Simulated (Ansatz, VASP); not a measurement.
## SrO in VASP and in Ansatz

```
Sr O
1.0
     0.00000    2.79228    2.79228
     2.79228    0.00000    2.79228
     2.79228    2.79228    0.00000
Sr O
1 1
Cartesian
  0.0000 0.0000 0.0000
  1.3961 1.3961 1.3961
```

Alike in both runs: task single point; functional r2SCANh; k mesh 6 × 6 × 6; no spin polarisation.

|  | VASP | Ansatz |
| --- | --- | --- |
| version | VASP 6.6.1 | Ansatz 0.2.0 |
| potentials or method | VASP PAW PBE potentials, release 64 (Sr_sv, O) | plane waves, PAW |
| plane-wave cutoff (eV) | 520 | 500 |
| occupations | gaussian, width 0.01 eV | fixed |
| valence electrons in the cell | 16 | 16 |

```tsv
	VASP	Ansatz	Ansatz less VASP
gap on the k mesh at the Fermi level (eV)	3.64	3.63	-0.017
pressure (GPa)	0.2	-0.3	-0.46
```

VASP's potentials were made for PBE, not for r2SCANh. Ansatz's warnings: stress exchange threshold loose, stress scf threshold loose.
